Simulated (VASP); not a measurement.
# InGa2N3 (P3m1) in VASP: relaxation of cell and atoms with PBEsol

Aim: the relaxation of cell and atoms of InGa2N3 with PBEsol.

All numbers are computed with VASP 6.6.1; they aren't measurements. Logs are shortened: lines on timing, memory, paths and dates and some standing lists are left out, and cuts for length are marked.

### Step 1. The cell of the first run

The structure is trigonal, space group P3m1 (No. 156). The conventional cell has a = 3.332 Å, b = 3.332 Å, c = 8.098 Å, α = 90.00°, β = 90.00°, γ = 120.00°. Within 2.6 Å of In (site symmetry 3m) lie 4 N at 1.98 to 2.01 Å. Within 2.7 Å of Ga (site symmetry 3m) lie 4 N at 2.05 Å. Ga (site symmetry 3m) has 4 N at 2.05 to 2.06 Å within 2.7 Å. N (site symmetry 3m) has 4 Ga at 2.05 Å within 2.7 Å. Within 2.7 Å of N (site symmetry 3m) lie 3 In at 2.01 Å and 1 Ga at 2.06 Å. N (site symmetry 3m) has 1 In at 1.98 Å and 3 Ga at 2.05 Å within 2.6 Å.

### Step 2. Relaxation of cell and atoms, PBEsol

File INCAR:

```
ALGO     = Normal         # electronic algorithm
EDIFF    = 1E-7           # SCF threshold, eV
EDIFFG   = -0.01          # ionic threshold
ENCUT    = 600            # plane-wave cutoff, eV
GGA      = PS             # functional
IBRION   = 2              # ionic algorithm
ISIF     = 3              # what is computed and relaxed
ISMEAR   = -1             # smearing method
LASPH    = T              # aspherical terms in the spheres
LCHARG   = F              # write CHGCAR
LREAL    = F              # projectors in reciprocal space
LWAVE    = F              # write WAVECAR
NELM     = 60             # most SCF steps
NSW      = 100            # ionic steps
PREC     = Accurate       # precision mode
SIGMA    = 0.03           # smearing width, eV
```

File KPOINTS:

```
k-points
0
Gamma
  9 9 4
```

File POSCAR:

```
InGa2N3
1.0
    3.3321054900      0.0000000000      0.0000000000
   -1.6660527500      2.8856880100      0.0000000000
    0.0000000000      0.0000000000      8.0977917000
In Ga N
1 2 3
Direct
    0.3333333300      0.6666666700      0.6641085800
    0.0000000000      0.0000000000      0.9968616400
    0.6666666700      0.3333333300      0.3376419600
    0.0000000000      0.0000000000      0.2503703200
    0.6666666700      0.3333333300      0.5920876800
    0.3333333300      0.6666666700      0.9089298200
```

Potentials or basis: VASP PAW PBE potentials, release 64 (In_d, Ga_d, N).

The run is started by

```
cat potpaw_PBE.64/In_d/POTCAR potpaw_PBE.64/Ga_d/POTCAR potpaw_PBE.64/N/POTCAR > POTCAR
mpirun -np 1 vasp_std > vasp.out
```

OUTCAR:

```text
EDIFF = 1E-7
   EDIFFG = -0.01
   ENCUT = 600
   GGA = PS
   IBRION = 2
   ISIF = 3
   ISMEAR = -1
   LASPH = T
   LREAL = F
   NELM = 60
   NSW = 100
   PREC = Accurate

 ion  position               nearest neighbor table
   1  0.333  0.667  0.664-   6 1.98   5 2.01   5 2.01   5 2.01   3 3.27   3 3.27   3 3.27   2 3.31
                             2 3.31   2 3.31
   2  0.000  0.000  0.997-   6 2.05   6 2.05   6 2.05   4 2.05   1 3.31   1 3.31   1 3.31
   3  0.667  0.333  0.338-   4 2.05   4 2.05   4 2.05   5 2.06   1 3.27   1 3.27   1 3.27
   4  0.000  0.000  0.250-   3 2.05   3 2.05   3 2.05   2 2.05
   5  0.667  0.333  0.592-   1 2.01   1 2.01   1 2.01   3 2.06
   6  0.333  0.667  0.909-   1 1.98   2 2.05   2 2.05   2 2.05

  LATTYP: Found a hexagonal cell.
 ALAT       =     3.3321054900
 C/A-ratio  =     2.4302326935

  Lattice vectors:

 A1 = (   3.3321054900,   0.0000000000,   0.0000000000)
 A2 = (  -1.6660527500,   2.8856880100,   0.0000000000)
 A3 = (   0.0000000000,   0.0000000000,   8.0977917000)

Analysis of symmetry for initial positions (statically):
=====================================================================
 Subroutine PRICEL returns:
 Original cell was already a primitive cell.

 Routine SETGRP: Setting up the symmetry group for a
 hexagonal supercell.

 Subroutine GETGRP returns: Found  6 space group operations
 (whereof  6 operations were pure point group operations)
 out of a pool of 24 trial point group operations.

The static configuration has the point symmetry C_3v.

Analysis of symmetry for dynamics (positions and initial velocities):
=====================================================================
 Subroutine PRICEL returns:
 Original cell was already a primitive cell.

 Routine SETGRP: Setting up the symmetry group for a
 hexagonal supercell.

 Subroutine GETGRP returns: Found  6 space group operations
 (whereof  6 operations were pure point group operations)
 out of a pool of 24 trial point group operations.

The dynamic configuration has the point symmetry C_3v.

 Subroutine INISYM returns: Found  6 space group operations
 (whereof  6 operations are pure point group operations),
 and found     1 'primitive' translations

----------------------------------------------------------------------------------------

                                     Primitive cell

  volume of cell :      77.8636

  direct lattice vectors                    reciprocal lattice vectors
     3.332105490  0.000000000  0.000000000     0.300110547  0.173268905  0.000000000
    -1.666052750  2.885688010  0.000000000     0.000000000  0.346537809  0.000000000
     0.000000000  0.000000000  8.097791700     0.000000000  0.000000000  0.123490457

  length of vectors
     3.332105490  3.332105499  8.097791700     0.346537810  0.346537809  0.123490457

  position of ions in fractional coordinates (direct lattice)
     0.333333330  0.666666670  0.664108580
     0.000000000  0.000000000  0.996861640
     0.666666670  0.333333330  0.337641960
     0.000000000  0.000000000  0.250370320
     0.666666670  0.333333330  0.592087680
     0.333333330  0.666666670  0.908929820

  ion indices of the primitive-cell ions
   primitive index   ion index
                 1           1
                 2           2
                 3           3
                 4           4
                 5           5
                 6           6

----------------------------------------------------------------------------------------

 KPOINTS: k-points

Automatic generation of k-mesh.
 Grid dimensions read from file:
 generate k-points for:    9    9    4

 Generating k-lattice:

  Cartesian coordinates                     Fractional coordinates (reciprocal lattice)
     0.033345616  0.019252101  0.000000000     0.111111111  0.000000000  0.000000000
     0.000000000  0.038504201  0.000000000     0.000000000  0.111111111  0.000000000
     0.000000000  0.000000000  0.030872614     0.000000000  0.000000000  0.250000000

  Length of vectors
     0.038504201  0.038504201  0.030872614

  Shift w.r.t. Gamma in fractional coordinates (k-lattice)
     0.000000000  0.000000000  0.000000000

 Subroutine IBZKPT returns following result:
 ===========================================

 Found     43 irreducible k-points:

 Following reciprocal coordinates:
            Coordinates               Weight
  0.000000  0.000000  0.000000      1.000000
  0.111111 -0.000000  0.000000      6.000000
  0.222222  0.000000  0.000000      6.000000
  0.333333  0.000000  0.000000      6.000000
  0.444444  0.000000  0.000000      6.000000
  0.111111  0.111111  0.000000      6.000000
[... 16 lines left out ...]
  0.222222  0.111111  0.250000     12.000000
 -0.111111  0.333333  0.250000     12.000000
 [... further k-points ...]
   k-points           NKPTS =     43   k-points in BZ     NKDIM =     43   number of bands    NBANDS=     32
   number of dos      NEDOS =    301   number of ions     NIONS =      6
   total plane-waves  NPLWV =  54880
   dimension x,y,z NGX =    28 NGY =   28 NGZ =   70
   dimension x,y,z NGXF=    56 NGYF=   56 NGZF=  140
   ions per type =               1   2   3
   NGX,Y,Z   is equivalent  to a cutoff of  13.97, 13.97, 14.37 a.u.
   NGXF,Y,Z  is equivalent  to a cutoff of  27.94, 27.94, 28.74 a.u.
 SYSTEM =  unknown system
   PREC   = accura    normal or accurate (medium, high low for compatibility)
   ISTART =      0    job   : 0-new  1-cont  2-samecut
   ICHARG =      2    charge: 1-file 2-atom 10-const
   ISPIN  =      1    spin polarized calculation?
   LNONCOLLINEAR =      F non collinear calculations
   LSORBIT =      F    spin-orbit coupling
   LASPH  =      T    aspherical Exc in radial PAW
   ENCUT  =  600.0 eV  44.10 Ry    6.64 a.u.   6.66  6.66 16.17*2*pi/ulx,y,z
   NELM   =     60;   NELMIN=  2; NELMDL= -5     # of ELM steps
   EDIFF  = 0.1E-06   stopping-criterion for ELM
   LREAL  =      F    real-space projection
   EDIFFG = -.1E-01   stopping-criterion for IOM
   NSW    =    100    number of steps for IOM
   IBRION =      2    ionic relax: 0-MD 1-quasi-New 2-CG
   NFREE  =      1    steps in history (QN), initial steepest desc. (CG)
   ISIF   =      3    stress and relaxation
   ISYM   =      2    0-nonsym 1-usesym 2-fastsym
   POTIM  = 0.5000    time-step for ionic-motion
   TEBEG  =    0.0;   TEEND  =   0.0 temperature during run
   PSTRESS=    0.0 pullay stress
   NELECT =      54.0000    total number of electrons
   NUPDOWN=      -1.0000    fix difference up-down
   EMIN   =  10.00;   EMAX   =-10.00  energy-range for DOS
   EFERMI =   0.00;   METHOD = LEGACY
   ISMEAR =    -1;   SIGMA  =   0.03  broadening in eV -4-tet -1-fermi 0-gaus
   EFERMI_NEDOS =   21; number of points for ismear=-14 and -15
   IALGO  =     38    algorithm
   IMIX   =      4    mixing-type and parameters
     AMIX     =   0.40;   BMIX     =  1.00
     AMIX_MAG =   1.60;   BMIX_MAG =  1.00
  volume/ion in A,a.u.               =      12.98        87.57
  Fermi-wavevector in a.u.,A,eV,Ry     =   1.449087  2.738378 28.570243  2.099854
  Thomas-Fermi vector in A             =   2.566854
   LORBIT       =      0    0 simple, 1 ext, 2 COOP (PROOUT), +10 PAW based schemes
   GGA     = PS    functional components
   LHFCALC =     F    Hartree Fock is set to
   AEXX    =    0.0000 exact exchange contribution
   IVDW    =     0    specifies the selected vdW correction
   LEPSILON=     F    determine dielectric tensor
   LRPA    =     F    only Hartree local field effects (RPA)
 conjugate gradient relaxation of ions
 non-spin polarized calculation
  energy-cutoff  :      600.00
  volume of cell :       77.86
 maximum number of plane-waves:      2624
 NGX is ok and might be reduce to    28
   NGX = 13   NGY = 13   NGZ = 33

--------------------------------------- Ionic step        1  -------------------------------------------

 number of electron      54.0000007 magnetization

 Free energy of the ion-electron system (eV)
  ---------------------------------------------------
  ext. energy  EPLUGINS =         0.00000000
  ---------------------------------------------------
  free energy    TOTEN  =       -36.50760714 eV

  energy without entropy =      -36.50760129  energy(sigma->0) =      -36.50760422

------------------------ aborting loop because EDIFF is reached ----------------------------------------

  FORCE on cell =-STRESS in cart. coord.  units (eV):
  Direction    XX          YY          ZZ          XY          YZ          ZX
  --------------------------------------------------------------------------------------
  -------------------------------------------------------------------------------------
  Total        0.4728234      0.4728234      1.0603070     -0.0000000      0.0000000     -0.0000000
  in kB        9.7291473      9.7291474     21.8176267     -0.0000000      0.0000000     -0.0000000
  external PRESSURE =      13.7586405 kB  Pullay stress =       0.0000000 kB
[... 101 lines left out ...]
  FREE ENERGIE OF THE ION-ELECTRON SYSTEM (eV)
  ---------------------------------------------------
  free  energy   TOTEN  =       -37.1421678869 eV

  energy  without entropy=      -37.1421634430  energy(sigma->0) =      -37.14216566

[... ionic steps 4 to 9 ...]

--------------------------------------- Ionic step       10  -------------------------------------------

 number of electron      54.0000011 magnetization

------------------------ aborting loop because EDIFF is reached ----------------------------------------

  FORCE on cell =-STRESS in cart. coord.  units (eV):
  Direction    XX          YY          ZZ          XY          YZ          ZX
  --------------------------------------------------------------------------------------
  -------------------------------------------------------------------------------------
  Total        0.1656043      0.1656043      0.0366846     -0.0000000      0.0000000      0.0000000
  in kB        3.4895897      3.4895897      0.7730123     -0.0000000      0.0000000      0.0000000
  external PRESSURE =       2.5840639 kB  Pullay stress =       0.0000000 kB
[... 65 lines left out ...]
  energy  without entropy=      -37.3976570471  energy(sigma->0) =      -37.39765921

--------------------------------------- Ionic step       12  -------------------------------------------

 number of electron      54.0000011 magnetization

 Free energy of the ion-electron system (eV)
  ---------------------------------------------------
  ext. energy  EPLUGINS =         0.00000000
  ---------------------------------------------------
  free energy    TOTEN  =       -37.39769106 eV

  energy without entropy =      -37.39768646  energy(sigma->0) =      -37.39768876

 E-fermi :   6.2169     XC(G=0): -11.5764

 val. band max:        5.9821477342   @ k =   0.0000   0.0000   0.0000
 cond. band min:       6.4130191364   @ k =   0.0000   0.0000   0.0000
 fundamental gap:      0.4308714022
 Fermi energy:         6.2169416858

 k-point     1 :       0.0000    0.0000    0.0000
  band No.  band energies     occupation
      1      -9.7584      2.00000
      2      -9.2917      2.00000
      3      -9.1352      2.00000
      4      -7.7882      2.00000
      5      -7.7882      2.00000
      6      -7.7286      2.00000
[... 829 lines left out ...]
     31      12.6484      0.00000
     32      13.1790      0.00000

 [... further k-points ...]

------------------------ aborting loop because EDIFF is reached ----------------------------------------

  FORCE on cell =-STRESS in cart. coord.  units (eV):
  Direction    XX          YY          ZZ          XY          YZ          ZX
  --------------------------------------------------------------------------------------
  -------------------------------------------------------------------------------------
  Total        0.0011505      0.0011505     -0.0050338     -0.0000000      0.0000000     -0.0000000
  in kB        0.0242032      0.0242032     -0.1058975     -0.0000000      0.0000000     -0.0000000
  external PRESSURE =      -0.0191637 kB  Pullay stress =       0.0000000 kB
[... 21 lines left out ...]
  FREE ENERGIE OF THE ION-ELECTRON SYSTEM (eV)
  ---------------------------------------------------
  free  energy   TOTEN  =       -37.3976910605 eV

  energy  without entropy=      -37.3976864617  energy(sigma->0) =      -37.39768876

 reached required accuracy - stopping structural energy minimisation
```

It took 42 min on 1 thread of Intel Xeon 8259CL, shared host; peak memory 0.32 GiB.

What came out:

```
Free energy                           : -37.3977 eV
Relaxed volume                        : 12.69 Å³/atom
Relaxed cell                          : a = 3.289 Å, b = 3.289 Å, c = 8.129 Å, α = 90.00°, β = 90.00°, γ = 120.00°
Space group after relaxing (to 0.1 Å) : P3m1 (No. 156)
Energy gained by relaxing             : 148.3 meV/atom
Ionic steps                           : 12
Pressure after relaxing               : 0.0 GPa
Largest force after relaxing          : 0.009 eV/Å
Band gap on the k mesh                : 0.43 eV
```

Forces on the atoms (eV/Å):
```
In   0.000  0.000 -0.009
Ga   0.000  0.000  0.002
Ga   0.000  0.000  0.009
N    0.000  0.000 -0.008
N    0.000  0.000  0.008
N    0.000  0.000 -0.002
```

Step by step:
| step | energy change (eV) | largest force (eV/Å) | pressure (GPa) | volume (Å³) |
| --- | --- | --- | --- | --- |
| 1 | 0.0000 | 4.0440 | 1.38 | 77.86 |
| 2 | -0.6344 | 1.5468 | -4.33 | 79.13 |
| 3 | -0.6346 | 1.5175 | -4.28 | 79.10 |
| 4 | -0.8556 | 0.5791 | 1.63 | 75.53 |
| 5 | -0.8560 | 0.6136 | 1.37 | 75.66 |
| 6 | -0.8741 | 0.7357 | -0.58 | 76.45 |
| 7 | -0.8827 | 0.2863 | 0.06 | 76.16 |
| 8 | -0.8888 | 0.1016 | -0.25 | 76.29 |
| 9 | -0.8895 | 0.0722 | -0.38 | 76.35 |
| 10 | -0.8899 | 0.0211 | 0.26 | 76.03 |
| 11 | -0.8901 | 0.0237 | 0.04 | 76.13 |
| 12 | -0.8901 | 0.0087 | 0.00 | 76.16 |

Final structure:
```cif
data_structure
_symmetry_space_group_name_H-M 'P 1'
_symmetry_Int_Tables_number 1
_cell_length_a 3.2891
_cell_length_b 3.2891
_cell_length_c 8.1288
_cell_angle_alpha 90.000
_cell_angle_beta 90.000
_cell_angle_gamma 120.000
_cell_volume 76.16
loop_
_atom_site_label
_atom_site_type_symbol
_atom_site_fract_x
_atom_site_fract_y
_atom_site_fract_z
_atom_site_occupancy
In1 In 0.33333 0.66667 0.66853 1
Ga1 Ga 0.00000 0.00000 0.01045 1
Ga2 Ga 0.66667 0.33333 0.32545 1
N1 N 0.00000 0.00000 0.24953 1
N2 N 0.66667 0.33333 0.56116 1
N3 N 0.33333 0.66667 0.93487 1
```

Levels at points of the mesh, in eV from the valence-band top:
| k point | band 25 | band 26 | band 27 | band 28 | band 29 | band 30 |
| --- | --- | --- | --- | --- | --- | --- |
| (0.00, 0.00, 0.00) | -0.36 | 0.00 | 0.00 | 0.43 | 3.29 | 3.64 |
| (0.00, 0.00, 0.50) | -0.76 | -0.08 | -0.08 | 1.92 | 2.47 | 3.71 |

Caveat: semilocal functionals underestimate gaps, and a narrow one can read as zero; the PAW data sets were made with another functional, which shifts forces and pressure a little; spin-orbit coupling is left out, which moves the levels of the heavy elements.
